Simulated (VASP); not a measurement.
# TaSi2: single point with LDA

TaSi2:

```
Ta Si
1.0
     4.78000    0.00000    0.00000
    -2.39000    4.13960    0.00000
     0.00000    0.00000    6.56400
Ta Si
3 6
Direct
  0.00000 0.50000 0.16667
  0.50000 0.50000 0.83333
  0.50000 0.00000 0.50000
  0.33330 0.16665 0.16667
  0.16665 0.83335 0.83333
  0.83335 0.66670 0.50000
  0.66670 0.83335 0.16667
  0.83335 0.16665 0.83333
  0.16665 0.33330 0.50000
```

```json
{"Program": "VASP 6.6.1", "Task": "single point", "Functional": "LDA", "Potentials or basis": "VASP PAW LDA potentials, release 64 (Ta_pv, Si)", "Cutoff": "520 eV", "k mesh": "7 × 7 × 4", "Occupations": "fermi-dirac, width 0.05 eV", "Spin": "no spin polarisation"}
```

* Pressure: -4.1 GPa
* Largest force: 0.708 eV/Å

Forces in eV/Å, atoms in the order of the input:
```
Ta   0.000  0.000  0.000
Ta   0.000  0.000  0.000
Ta   0.000  0.000  0.000
Si  -0.613 -0.354  0.000
Si  -0.613  0.354  0.000
Si   0.000  0.708  0.000
Si   0.613  0.354  0.000
Si   0.613 -0.354  0.000
Si   0.000 -0.708  0.000
```

Stress tensor (GPa, compression positive):
```
-4.79  0.00  0.00
 0.00 -4.79  0.00
 0.00  0.00 -2.75
```

Levels at points of the mesh, in eV from the Fermi level:
```csv
k point,band 25,band 26,band 27,band 28,band 29,band 30,band 31,band 32,band 33,band 34
"(0.00, 0.00, 0.00)",-2.48,-2.22,-2.22,-2.19,-1.70,0.56,3.14,3.14,3.39,3.51
"(0.00, 0.00, 0.50)",-2.34,-1.94,-1.94,-1.58,1.02,1.02,2.81,2.81,3.18,3.23
```

It took 75 s on 1 thread of Intel(R) Xeon(R) Platinum 8375C CPU @ 2.90GHz (Ice Lake) (shared host), peak memory 0.25 GiB.

Caveat: spin-orbit coupling is left out, which moves the levels of the heavy elements.
